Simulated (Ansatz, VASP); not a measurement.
**Ti: VASP beside Ansatz**

File INCAR:

```
PREC = Accurate
ENCUT = 520
EDIFF = 1E-7
ISMEAR = -1
SIGMA = 0.05
LREAL = False
LASPH = True
NELM = 60
ALGO = Normal
ISIF = 2
LWAVE = False
LCHARG = False
GGA = PE
NBANDS = 12
```

Contents of KPOINTS:

```
Automatic mesh
0
Gamma
  14 14 14
```

The input POSCAR:

```
Ti
1.0
   -1.6075008044      1.6075008044      1.6075008044
    1.6075008044     -1.6075008044      1.6075008044
    1.6075008044      1.6075008044     -1.6075008044
Ti
1
Direct
    0.0000000000      0.0000000000      0.0000000000
```

Input for Ansatz:

```yaml
crystal:
  lattice:
    - [-1.6075008044, 1.6075008044, 1.6075008044]
    - [1.6075008044, -1.6075008044, 1.6075008044]
    - [1.6075008044, 1.6075008044, -1.6075008044]
  atoms:
    - { symbol: Ti, position: [0.0, 0.0, 0.0] }
kpoints:
  mp_grid: { grid: [14, 14, 14] }
  band_path:
    path:
      - [0.0, 0.0, 0.0]
      - [0.5, -0.5, 0.5]
      - [0.0, 0.0, 0.5]
      - [0.0, 0.0, 0.0]
      - [0.25, 0.25, 0.25]
      - [0.5, -0.5, 0.5]
      - [0.25, 0.25, 0.25]
      - [0.0, 0.0, 0.5]
    npoints: 5
scf:
  occupations: { method: fermi_dirac, width: 0.05 }
hamiltonian:
  xc: pbe
  pseudopotentials: { kind: all_electron, lapw: { basis_error: 0.00025 } }
output:
  forces: true
  stress: true
  eigenvalues: true
```

Change from the starting cell: volume scaled by 0.94.

Alike in both runs: task single point; functional PBE; k mesh 14 × 14 × 14; occupations fermi-dirac, width 0.05 eV; no spin polarisation.

|  | VASP | Ansatz |
| --- | --- | --- |
| version | VASP 6.6.1 | Ansatz 0.2.0 |
| potentials or method | VASP PAW PBE potentials, release 64 (Ti_sv), cutoff 520 eV | all-electron LAPW, scalar-relativistic |

```tsv
	VASP	Ansatz	Ansatz less VASP
pressure (GPa)	4.0	4.3	+0.30
```

Ansatz ran all-electron here, and VASP with PAW potentials.
